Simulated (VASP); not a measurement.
A run of VASP 6.6.1 is set up as follows.

Contents of POSCAR:

```
Ca
1.0
    3.6119528465      0.0000000000      0.0000000000
    0.0000000000      3.6119528465      0.0000000000
    0.0000000000      0.0000000000      3.6119528465
Ca
1
Direct
    0.0000000000      0.0000000000      0.0000000000
```

INCAR.step1

```
PREC = Accurate ; ENCUT = 600
ISMEAR = -1 ; SIGMA = 0.1
LREAL = False ; LASPH = True
NELM = 60 ; GGA = PE
ALGO = Normal ; EDIFF = 1E-4
LWAVE = True ; LCHARG = False
```

INCAR.step2

```
PREC = Accurate ; ENCUT = 600
EDIFF = 1E-7 ; ISMEAR = -1
SIGMA = 0.1 ; LREAL = False
LASPH = True ; NELM = 60
ALGO = Normal ; ISIF = 3
LWAVE = False ; LCHARG = False
METAGGA = R2SCAN ; LMIXTAU = True
IBRION = 2 ; NSW = 80
EDIFFG = -0.01 ; ISTART = 1
```

KPOINTS

```
Automatic mesh
0
Gamma
  9 9 9
```

Potentials or basis: VASP PAW PBE potentials, release 64 (Ca_sv).

Run with:

```sh
$ cat potpaw_PBE.64/Ca_sv/POTCAR > POTCAR
$ cp INCAR.step1 INCAR
$ mpirun -np 1 vasp_std > vasp.out
$ cp INCAR.step2 INCAR
$ mpirun -np 1 vasp_std > vasp.out
```

Task: Predict the band gap on the k mesh.

Result: Zero (bands 5 and 6 overlap by 0.94 eV).

Task: What does it give for the space group after relaxing (to 0.1 Å)?

Result: Pm-3m (No. 221).

Final structure:
```
Ca
1.0
     3.51177    0.00000    0.00000
     0.00000    3.51177    0.00000
     0.00000    0.00000    3.51177
Ca
1
Direct
  0.00000 0.00000 0.00000
```
